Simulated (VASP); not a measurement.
A run of VASP 6.6.1:

Contents of INCAR:

```
ALGO = Fast
EDIFF = 1E-6
ENCUT = 520
GGA = PS
ISIF = 2
ISMEAR = 0
LASPH = True
LCHARG = False
LREAL = False
LWAVE = False
NBANDS = 21
NELM = 80
PREC = Accurate
SIGMA = 0.15
```

File KPOINTS:

```
k-points
0
Gamma
  18 18 10
```

POSCAR

```
Ru
1.0
    2.8027000000      0.0000000000      0.0000000000
   -1.4013500000      2.4272093992      0.0000000000
    0.0000000000      0.0000000000      4.0483000000
Ru
2
Direct
    0.3333333333      0.6666666667      0.2500000000
    0.6666666667      0.3333333333      0.7500000000
```

Potentials or basis: VASP PAW PBE potentials, release 64 (Ru_pv).

Command:

```console
$ cat potpaw_PBE.64/Ru_pv/POTCAR > POTCAR
$ mpirun -np 1 vasp_std > vasp.out
```

Hardware: 1 thread of Intel(R) Xeon(R) Platinum 8488C (Sapphire Rapids), on a shared host.

Task: Estimate the wall time of this run.

Result: Wall time 61 s on 1 thread of Intel(R) Xeon(R) Platinum 8488C (Sapphire Rapids), with other jobs on the host, peak memory 0.22 GiB. Counts: scf iterations 13, k points 222.
